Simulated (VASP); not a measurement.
Set up this calculation in VASP 6.6.1, as the native input.

| Quantity | Value |
| --- | --- |
| Task | relaxation of cell and atoms |
| Functional | r2SCAN |
| Potentials or basis | VASP PAW PBE potentials, release 64 (Sb, Mo_sv) |
| Cutoff | 600 eV |
| k mesh | 6 × 6 × 6 |
| Occupations | gaussian, width 0.1 eV |
| Spin | no spin polarisation |
| Dipole correction | no |
| Further INCAR settings | ALGO = Normal; EDIFF = 1e-06; IBRION = 2; EDIFFG = -0.04; NSW = 90; ISIF = 3 |

The system is Sb2Mo.

```
Sb Mo
1.0
     5.03659    0.00000    0.00000
    -2.51830    4.36182    0.00000
     0.00000    0.00000    2.98793
Sb Mo
2 1
Direct
  0.33333 0.66667 0.50000
  0.66667 0.33333 0.50000
  0.00000 0.00000 0.00000
```

These files were run (other wordings do the same):

POSCAR

```
Sb2Mo
1.0
    5.0365916620      0.0000000000      0.0000000000
   -2.5182958310      4.3618163278      0.0000000000
    0.0000000000      0.0000000000      2.9879340943
Sb Mo
2 1
Direct
    0.3333333333      0.6666666667      0.5000000000
    0.6666666667      0.3333333333      0.5000000000
    0.0000000000      0.0000000000      0.0000000000
```

INCAR.step1

```
SYSTEM = Sb2Mo
PREC = Accurate ; ENCUT = 600
ISMEAR = 0 ; SIGMA = 0.1
LREAL = .False. ; LASPH = .True.
NELM = 100 ; GGA = PE
ALGO = Normal ; EDIFF = 1E-4
LWAVE = .True. ; LCHARG = .False.
```

INCAR.step2

```
SYSTEM = Sb2Mo
PREC = Accurate ; ENCUT = 600
EDIFF = 1E-6 ; ISMEAR = 0
SIGMA = 0.1 ; LREAL = .False.
LASPH = .True. ; NELM = 100
ALGO = Normal ; ISIF = 3
LWAVE = .False. ; LCHARG = .False.
METAGGA = R2SCAN ; LMIXTAU = .True.
IBRION = 2 ; NSW = 90
EDIFFG = -0.04 ; ISTART = 1
```

KPOINTS

```
Automatic mesh
0
Gamma
  6 6 6
  0 0 0
```

Potentials or basis: VASP PAW PBE potentials, release 64 (Sb, Mo_sv).

The run is started by

```bash
$ cat potpaw_PBE.64/Sb/POTCAR potpaw_PBE.64/Mo_sv/POTCAR > POTCAR
$ cp INCAR.step1 INCAR
$ mpirun -np 1 vasp_std > vasp.out
$ cp INCAR.step2 INCAR
$ mpirun -np 1 vasp_std > vasp.out
```

Results of the run:

```
Relaxed volume                        : 21.93 Å³/atom
Relaxed cell                          : a = 5.114 Å, b = 5.114 Å, c = 2.905 Å, α = 90.00°, β = 90.00°, γ = 120.00°
Space group after relaxing (to 0.1 Å) : P6/mmm (No. 191)
Energy gained by relaxing             : 15.8 meV/atom
Ionic steps                           : 6
Pressure after relaxing               : 0.0 GPa
Band gap on the k mesh                : zero (bands 12 and 13 overlap by 2.23 eV)
```

Caveat: the PAW data sets were made with another functional, which shifts forces and pressure a little; spin-orbit coupling is left out, which moves the levels of the heavy elements.

Wall time 7.2 min on 1 thread of AMD EPYC 7R13 Processor (Zen 3), on a shared host, peak memory 0.2 GiB.
